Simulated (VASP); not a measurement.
# Te (P4/mbm) in VASP: notebook

Te is run at these levels: PBE; tasks: single point.

Program: VASP 6.6.1. These are calculated values, not measurements. Logs are shortened: lines on timing, memory, paths and dates and some standing lists are left out, and cuts for length are marked.

## Step 1: The cell of the first run

Symmetry: P4/mbm, No. 127, tetragonal system. Conventional cell: a = 8.660 Å, b = 8.660 Å, c = 3.109 Å, α = 90.00°, β = 90.00°, γ = 90.00°. Te (site symmetry m2m) has 4 Te at 3.06 to 3.11 Å within 4.0 Å. Within 4.0 Å of Te (site symmetry 4/m) lie 6 Te at 3.06 to 3.11 Å.

The cell was generated, and may not be a known phase.

## Step 2: Single point, PBE

Input file INCAR:

```
  PREC = Accurate
  ENCUT = 520
  EDIFF = 1E-6
  ISMEAR = 0
  SIGMA = 0.1
  LREAL = False
  LASPH = True
  NELM = 60
  ALGO = Normal
  ISIF = 2
  LWAVE = False
  LCHARG = True
  GGA = PE
  LELF = True
  LVHAR = True
  NBANDS = 27
```

Input file KPOINTS:

```
regular mesh
0
Gamma
  2 2 6
```

Input file POSCAR:

```
Te
1.0
    8.6596960405      0.0000000000      0.0000000000
    0.0000000000      8.6596960405      0.0000000000
    0.0000000000      0.0000000000      3.1092074653
Te
6
Direct
    0.2470134657      0.2529865343      0.0000000000
    0.2529865343      0.7529865343      0.0000000000
    0.7529865343      0.7470134657      0.0000000000
    0.7470134657      0.2470134657      0.0000000000
    0.0000000000      0.0000000000      0.0000000000
    0.5000000000      0.5000000000      0.0000000000
```

Potentials or basis: VASP PAW PBE potentials, release 64 (Te).

On the command line:

```sh
$ cat potpaw_PBE.64/Te/POTCAR > POTCAR
$ mpirun -np 1 vasp_std > vasp.out
```

OUTCAR:

```text
PREC = Accurate
   ENCUT = 520
   EDIFF = 1E-6
   ISMEAR = 0
   LREAL = False
   LASPH = True
   NELM = 60
   ISIF = 2
   GGA = PE

 ion  position               nearest neighbor table
   1  0.247  0.253  0.000-   5 3.06   6 3.06
   2  0.253  0.753  0.000-   5 3.06   6 3.06
   3  0.753  0.747  0.000-   5 3.06   6 3.06
   4  0.747  0.247  0.000-   5 3.06   6 3.06
   5  0.000  0.000  0.000-   1 3.06   2 3.06   3 3.06   4 3.06
   6  0.500  0.500  0.000-   1 3.06   2 3.06   3 3.06   4 3.06

  LATTYP: Found a simple tetragonal cell.
 ALAT       =     8.6596960405
 C/A-ratio  =     0.3590434873

  Lattice vectors:

 A1 = (   8.6596960405,   0.0000000000,   0.0000000000)
 A2 = (   0.0000000000,   8.6596960405,   0.0000000000)
 A3 = (   0.0000000000,   0.0000000000,   3.1092074653)

Analysis of symmetry for initial positions (statically):
=====================================================================
 Subroutine PRICEL returns:
 Original cell was already a primitive cell.

 Routine SETGRP: Setting up the symmetry group for a
 simple tetragonal supercell.

 Subroutine GETGRP returns: Found 16 space group operations
 (whereof  8 operations were pure point group operations)
 out of a pool of 16 trial point group operations.

The static configuration has the point symmetry C_4h.
 The point group associated with its full space group is D_4h.

Analysis of symmetry for dynamics (positions and initial velocities):
=====================================================================
 Subroutine PRICEL returns:
 Original cell was already a primitive cell.

 Routine SETGRP: Setting up the symmetry group for a
 simple tetragonal supercell.

 Subroutine GETGRP returns: Found 16 space group operations
 (whereof  8 operations were pure point group operations)
 out of a pool of 16 trial point group operations.

The dynamic configuration has the point symmetry C_4h.
 The point group associated with its full space group is D_4h.

 Subroutine INISYM returns: Found 16 space group operations
 (whereof  8 operations are pure point group operations),
 and found     1 'primitive' translations

----------------------------------------------------------------------------------------

                                     Primitive cell

  volume of cell :     233.1605

  direct lattice vectors                    reciprocal lattice vectors
     8.659696041  0.000000000  0.000000000     0.115477494  0.000000000  0.000000000
     0.000000000  8.659696041  0.000000000     0.000000000  0.115477494  0.000000000
     0.000000000  0.000000000  3.109207465     0.000000000  0.000000000  0.321625370

  length of vectors
     8.659696041  8.659696041  3.109207465     0.115477494  0.115477494  0.321625370

  position of ions in fractional coordinates (direct lattice)
     0.247013466  0.252986534  0.000000000
     0.252986534  0.752986534  0.000000000
     0.752986534  0.747013466  0.000000000
     0.747013466  0.247013466  0.000000000
     0.000000000  0.000000000  0.000000000
     0.500000000  0.500000000  0.000000000

  ion indices of the primitive-cell ions
   primitive index   ion index
                 1           1
                 2           2
                 3           3
                 4           4
                 5           5
                 6           6

----------------------------------------------------------------------------------------

 KPOINTS: regular mesh

Automatic generation of k-mesh.
 Grid dimensions read from file:
 generate k-points for:    2    2    6

 Generating k-lattice:

  Cartesian coordinates                     Fractional coordinates (reciprocal lattice)
     0.057738747  0.000000000  0.000000000     0.500000000  0.000000000  0.000000000
     0.000000000  0.057738747  0.000000000     0.000000000  0.500000000  0.000000000
     0.000000000  0.000000000  0.053604228     0.000000000  0.000000000  0.166666667

  Length of vectors
     0.057738747  0.057738747  0.053604228

  Shift w.r.t. Gamma in fractional coordinates (k-lattice)
     0.000000000  0.000000000  0.000000000

 Subroutine IBZKPT returns following result:
 ===========================================

 Found     12 irreducible k-points:

 Following reciprocal coordinates:
            Coordinates               Weight
  0.000000  0.000000  0.000000      1.000000
  0.500000  0.000000  0.000000      2.000000
  0.500000  0.500000  0.000000      1.000000
  0.000000  0.000000  0.166667      2.000000
  0.500000  0.000000  0.166667      4.000000
  0.500000  0.500000  0.166667      2.000000
  0.000000  0.000000  0.333333      2.000000
  0.500000  0.000000  0.333333      4.000000
  0.500000  0.500000  0.333333      2.000000
  0.000000  0.000000  0.500000      1.000000
  0.500000  0.000000  0.500000      2.000000
  0.500000  0.500000  0.500000      1.000000
   k-points           NKPTS =     12   k-points in BZ     NKDIM =     12   number of bands    NBANDS=     27
   number of dos      NEDOS =    301   number of ions     NIONS =      6
   total plane-waves  NPLWV =  98304
   dimension x,y,z NGX =    64 NGY =   64 NGZ =   24
   dimension x,y,z NGXF=   128 NGYF=  128 NGZF=   48
   ions per type =               6
   NGX,Y,Z   is equivalent  to a cutoff of  12.29, 12.29, 12.83 a.u.
   NGXF,Y,Z  is equivalent  to a cutoff of  24.57, 24.57, 25.67 a.u.
 SYSTEM =  unknown system
   PREC   = accura    normal or accurate (medium, high low for compatibility)
   ISTART =      0    job   : 0-new  1-cont  2-samecut
   ICHARG =      2    charge: 1-file 2-atom 10-const
   ISPIN  =      1    spin polarized calculation?
   LNONCOLLINEAR =      F non collinear calculations
   LSORBIT =      F    spin-orbit coupling
   LASPH  =      T    aspherical Exc in radial PAW
   ENCUT  =  520.0 eV  38.22 Ry    6.18 a.u.  16.10 16.10  5.78*2*pi/ulx,y,z
   NELM   =     60;   NELMIN=  2; NELMDL= -5     # of ELM steps
   EDIFF  = 0.1E-05   stopping-criterion for ELM
   LREAL  =      F    real-space projection
   EDIFFG = 0.1E-04   stopping-criterion for IOM
   NSW    =      0    number of steps for IOM
[... 5 lines left out ...]
   TEBEG  =    0.0;   TEEND  =   0.0 temperature during run
   PSTRESS=    0.0 pullay stress
   NELECT =      36.0000    total number of electrons
   NUPDOWN=      -1.0000    fix difference up-down
   EMIN   =  10.00;   EMAX   =-10.00  energy-range for DOS
   EFERMI =   0.00;   METHOD = LEGACY
   ISMEAR =     0;   SIGMA  =   0.10  broadening in eV -4-tet -1-fermi 0-gaus
   EFERMI_NEDOS =   21; number of points for ismear=-14 and -15
   IALGO  =     38    algorithm
   IMIX   =      4    mixing-type and parameters
     AMIX     =   0.40;   BMIX     =  1.00
     AMIX_MAG =   1.60;   BMIX_MAG =  1.00
  volume/ion in A,a.u.               =      38.86       262.24
  Fermi-wavevector in a.u.,A,eV,Ry     =   0.878262  1.659674 10.494770  0.771344
  Thomas-Fermi vector in A             =   1.998324
   LORBIT       =      0    0 simple, 1 ext, 2 COOP (PROOUT), +10 PAW based schemes
   GGA     = PE    functional components
   LHFCALC =     F    Hartree Fock is set to
   AEXX    =    0.0000 exact exchange contribution
   IVDW    =     0    specifies the selected vdW correction
   LEPSILON=     F    determine dielectric tensor
   LRPA    =     F    only Hartree local field effects (RPA)
 non-spin polarized calculation
 Gauss-broadening in eV      SIGMA  =   0.10
  energy-cutoff  :      520.00
  volume of cell :      233.16
 maximum number of plane-waves:      6316
   NGX = 33   NGY = 33   NGZ = 11

 number of electron      35.9999998 magnetization

 Free energy of the ion-electron system (eV)
  ---------------------------------------------------
  ext. energy  EPLUGINS =         0.00000000
  ---------------------------------------------------
  free energy    TOTEN  =       -18.09772502 eV

  energy without entropy =      -18.08091960  energy(sigma->0) =      -18.08932231

 E-fermi :   4.1580     XC(G=0):  -8.2779

 val. band max:        4.1271408663   @ k =   0.5000   0.5000   0.3333
 cond. band min:       4.3385149556   @ k =   0.0000   0.0000   0.1667
 fundamental gap:      0.2113740892
 Fermi energy:         4.1580230655

 k-point     1 :       0.0000    0.0000    0.0000
  band No.  band energies     occupation
      1      -9.1820      2.00000
      2      -8.3117      2.00000
      3      -7.6132      2.00000
      4      -7.6132      2.00000
      5      -7.2530      2.00000
      6      -6.0526      2.00000
[... 19 lines left out ...]
     26       8.7074      0.00000
     27      10.0366      0.00000

 k-point     2 :       0.5000    0.0000    0.0000
  band No.  band energies     occupation
      1      -8.8878      2.00000
      2      -8.8878      2.00000
      3      -7.4449      2.00000
      4      -7.4449      2.00000
      5      -6.7375      2.00000
      6      -6.7375      2.00000
[... 19 lines left out ...]
     26       8.6310      0.00000
     27       9.9977      0.00000

 k-point     3 :       0.5000    0.5000    0.0000
  band No.  band energies     occupation
      1      -8.8562      2.00000
      2      -8.8562      2.00000
      3      -7.6217      2.00000
      4      -7.6217      2.00000
      5      -6.5449      2.00000
      6      -6.5449      2.00000
[... 19 lines left out ...]
     26       9.9955      0.00000
     27       9.9960      0.00000

 k-point     4 :       0.0000    0.0000    0.1667
  band No.  band energies     occupation
      1      -8.8231      2.00000
      2      -7.9531      2.00000
      3      -7.2480      2.00000
      4      -7.2480      2.00000
      5      -6.8854      2.00000
      6      -5.6778      2.00000
[... 19 lines left out ...]
     26       8.5228      0.00000
     27      10.4057      0.00000

 k-point     5 :       0.5000    0.0000    0.1667
  band No.  band energies     occupation
      1      -8.5287      2.00000
      2      -8.5287      2.00000
      3      -7.0787      2.00000
      4      -7.0787      2.00000
      5      -6.3691      2.00000
      6      -6.3691      2.00000
[... 19 lines left out ...]
     26       9.0161      0.00000
     27      10.3354      0.00000

 k-point     6 :       0.5000    0.5000    0.1667
  band No.  band energies     occupation
      1      -8.4973      2.00000
      2      -8.4973      2.00000
      3      -7.2564      2.00000
      4      -7.2564      2.00000
      5      -6.1743      2.00000
      6      -6.1743      2.00000
[... 19 lines left out ...]
     26      10.3209      0.00000
     27      10.3224      0.00000

 k-point     7 :       0.0000    0.0000    0.3333
  band No.  band energies     occupation
      1      -7.8802      2.00000
      2      -7.0112      2.00000
      3      -6.2787      2.00000
      4      -6.2787      2.00000
      5      -5.9047      2.00000
      6      -4.6634      2.00000
[... 19 lines left out ...]
     26       8.5320      0.00000
     27       9.1965      0.00000

 k-point     8 :       0.5000    0.0000    0.3333
  band No.  band energies     occupation
      1      -7.5853      2.00000
      2      -7.5853      2.00000
      3      -6.1046      2.00000
      4      -6.1046      2.00000
      5      -5.3846      2.00000
      6      -5.3846      2.00000
[... 19 lines left out ...]
     26       9.3051      0.00000
     27       9.4123      0.00000

 k-point     9 :       0.5000    0.5000    0.3333
  band No.  band energies     occupation
      1      -7.5542      2.00000
      2      -7.5542      2.00000
      3      -6.2868      2.00000
      4      -6.2868      2.00000
      5      -5.1795      2.00000
      6      -5.1795      2.00000
[... 19 lines left out ...]
     26       8.6871      0.00000
     27      10.2155      0.00000

 k-point    10 :       0.0000    0.0000    0.5000
  band No.  band energies     occupation
      1      -7.1738      2.00000
      2      -6.3054      2.00000
      3      -5.5346      2.00000
      4      -5.5346      2.00000
      5      -5.1430      2.00000
      6      -3.8473      2.00000
[... 19 lines left out ...]
     26       8.6767      0.00000
     27       8.6767      0.00000

 k-point    11 :       0.5000    0.0000    0.5000
  band No.  band energies     occupation
      1      -6.8780      2.00000
      2      -6.8780      2.00000
      3      -5.3532      2.00000
      4      -5.3532      2.00000
      5      -4.6167      2.00000
      6      -4.6167      2.00000
[... 19 lines left out ...]
     26       7.9579      0.00000
     27       8.0885      0.00000

 k-point    12 :       0.5000    0.5000    0.5000
  band No.  band energies     occupation
      1      -6.8472      2.00000
      2      -6.8472      2.00000
      3      -5.5423      2.00000
      4      -5.5423      2.00000
      5      -4.3951      2.00000
      6      -4.3951      2.00000
[... 19 lines left out ...]
     26       8.6273      0.00000
     27       9.0339      0.00000

------------------------ aborting loop because EDIFF is reached ----------------------------------------

  FORCE on cell =-STRESS in cart. coord.  units (eV):
  Direction    XX          YY          ZZ          XY          YZ          ZX
  --------------------------------------------------------------------------------------
  -------------------------------------------------------------------------------------
  Total       -0.1759216     -0.1759216     -0.0322000      0.0000000      0.0000000      0.0000000
  in kB       -1.2088568     -1.2088568     -0.2212644      0.0000000      0.0000000      0.0000000
  external PRESSURE =      -0.8796593 kB  Pullay stress =       0.0000000 kB

 VOLUME and BASIS-vectors are now :
 -----------------------------------------------------------------------------
  energy-cutoff  :      520.00
  volume of cell :      233.16
      direct lattice vectors                 reciprocal lattice vectors
     8.659696041  0.000000000  0.000000000     0.115477494  0.000000000  0.000000000
     0.000000000  8.659696041  0.000000000     0.000000000  0.115477494  0.000000000
     0.000000000  0.000000000  3.109207465     0.000000000  0.000000000  0.321625370

 POSITION                                       TOTAL-FORCE (eV/Angst)
 -----------------------------------------------------------------------------------
      2.13906      2.19079      0.00000         0.001705     -0.001705     -0.000000
      2.19079      6.52063      0.00000        -0.001705     -0.001705      0.000000
      6.52063      6.46891      0.00000        -0.001705      0.001705      0.000000
      6.46891      2.13906      0.00000         0.001705      0.001705      0.000000
      0.00000      0.00000      0.00000        -0.000000      0.000000      0.000000
      4.32985      4.32985      0.00000        -0.000000      0.000000      0.000000
 -----------------------------------------------------------------------------------
    total drift:                               -0.000000      0.000000      0.000000

  FREE ENERGIE OF THE ION-ELECTRON SYSTEM (eV)
  ---------------------------------------------------
  free  energy   TOTEN  =       -18.0977250215 eV

  energy  without entropy=      -18.0809195986  energy(sigma->0) =      -18.08932231
```

Wall time 56 s (1 thread of Intel Xeon Platinum 8488C (Sapphire Rapids), shared host); peak memory 0.31 GiB.

What came out:

- Free energy: -18.0977 eV
- Pressure: -0.1 GPa
- Band gap on the k mesh: zero (bands 18 and 19 overlap by 3.58 eV)

Forces on the atoms (eV/Å):
```
Te   0.002 -0.002  0.000
Te  -0.002 -0.002  0.000
Te  -0.002  0.002  0.000
Te   0.002  0.002  0.000
Te   0.000  0.000  0.000
Te   0.000  0.000  0.000
```

Stress tensor (GPa, compression positive):
```
-0.12  0.00  0.00
 0.00 -0.12  0.00
 0.00  0.00 -0.02
```

Caveat: the k points lie up to 0.36 Å⁻¹ apart, too coarse for converged energies and pressures of a metal; spin-orbit coupling is left out, which moves the levels of the heavy elements.

## Step 3: Single point, PBE

This run uses another cell than the first one, of 39.06 Å³/atom.

Input file INCAR:

```
SYSTEM = Te
ALGO     = Normal         ! electronic algorithm
EDIFF    = 1E-7           ! SCF threshold, eV
ENCUT    = 520            ! plane-wave cutoff, eV
GGA      = PE             ! functional
ISIF     = 2              ! what is computed and relaxed
ISMEAR   = 0              ! smearing method
LASPH    = .True.         ! aspherical terms in the spheres
LCHARG   = .False.        ! write CHGCAR
LREAL    = .False.        ! projectors in reciprocal space
LWAVE    = .False.        ! write WAVECAR
NBANDS   = 27             ! bands
NELM     = 60             ! most SCF steps
PREC     = Accurate       ! precision mode
SIGMA    = 0.1            ! smearing width, eV
```

Input file KPOINTS:

```
k-points
0
Gamma
  6 6 12
  0 0 0
```

Input file POSCAR:

```
Te
1.0
    8.6931928720      0.0000000000      0.0000000000
    0.0000000000      8.6931928720      0.0000000000
    0.0000000000      0.0000000000      3.1011302914
Te
6
Direct
    0.2470829355      0.2529170645      0.0000000000
    0.2529170645      0.7529170645      0.0000000000
    0.7529170645      0.7470829355      0.0000000000
    0.7470829355      0.2470829355      0.0000000000
    0.0000000000      0.0000000000      0.0000000000
    0.5000000000      0.5000000000      0.0000000000
```

Potentials or basis: VASP PAW PBE potentials, release 64 (Te).

On the command line:

```sh
$ cat potpaw_PBE.64/Te/POTCAR > POTCAR
$ mpirun -np 1 vasp_std > vasp.out
```

It took 6.7 min on 1 thread of Intel Xeon Platinum 8488C (Sapphire Rapids), shared host; peak memory 0.52 GiB.

The run converged. Its results:

```
Free energy            : -17.9637 eV
Pressure               : 0.0 GPa
Band gap on the k mesh : zero (bands 18 and 19 overlap by 3.58 eV)
```

Levels at points of the mesh, in eV from the Fermi level:
| k point | band 16 | band 17 | band 18 | band 19 | band 20 | band 21 |
| --- | --- | --- | --- | --- | --- | --- |
| (0.00, 0.00, 0.00) | -0.83 | 2.21 | 2.83 | 2.83 | 2.94 | 3.59 |
| (0.50, 0.00, 0.00) | 0.81 | 0.95 | 0.95 | 2.48 | 2.48 | 3.73 |
| (0.50, 0.50, 0.00) | -1.27 | 2.49 | 2.49 | 2.79 | 2.79 | 3.64 |
| (0.00, 0.00, 0.50) | -0.50 | -0.44 | -0.44 | 0.22 | 0.22 | 0.35 |
| (0.50, 0.00, 0.50) | -2.61 | -0.44 | -0.44 | 0.50 | 0.50 | 2.50 |
| (0.50, 0.50, 0.50) | -0.92 | -0.14 | -0.14 | -0.08 | -0.08 | 0.54 |

Caveat: spin-orbit coupling is left out, which moves the levels of the heavy elements.

The gap in the log of VASP goes by the Fermi energy; the results here count the filled bands.